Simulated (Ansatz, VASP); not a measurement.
Two plane-wave programs on Mg2Al

```
Mg Al
1.0
     0.00000    3.32503    3.32503
     3.32503    0.00000    3.32503
     3.32503    3.32503    0.00000
Mg Al
2 1
Direct
  0.25000 0.25000 0.25000
  0.75000 0.75000 0.75000
  0.00000 0.00000 0.00000
```

Alike in both runs: functional PBE; k mesh 6 × 6 × 6; occupations gaussian, width 0.1 eV; no spin polarisation.

Ansatz relaxed the structure, and its values are those at the end. VASP's run is a single point on that final structure, the one shown.

|  | VASP | Ansatz |
| --- | --- | --- |
| version | VASP 6.6.1 | Ansatz 0.2.0 |
| potentials or method | VASP PAW PBE potentials, release 64 (Mg, Al), cutoff 520 eV | scalar-relativistic, plane waves, PAW |
| valence electrons in the cell | 7 | 23 |

```csv
,VASP,Ansatz,Ansatz less VASP
gap on the k mesh at the Fermi level (eV),none,none,-
pressure (GPa),-0.1,0.0,+0.08
```

A gap of «none» marks a metal or a gap that the smearing closes. VASP's potentials hold 7 valence electrons a cell and Ansatz's 23, so a difference there can come from the potentials and not from the codes.
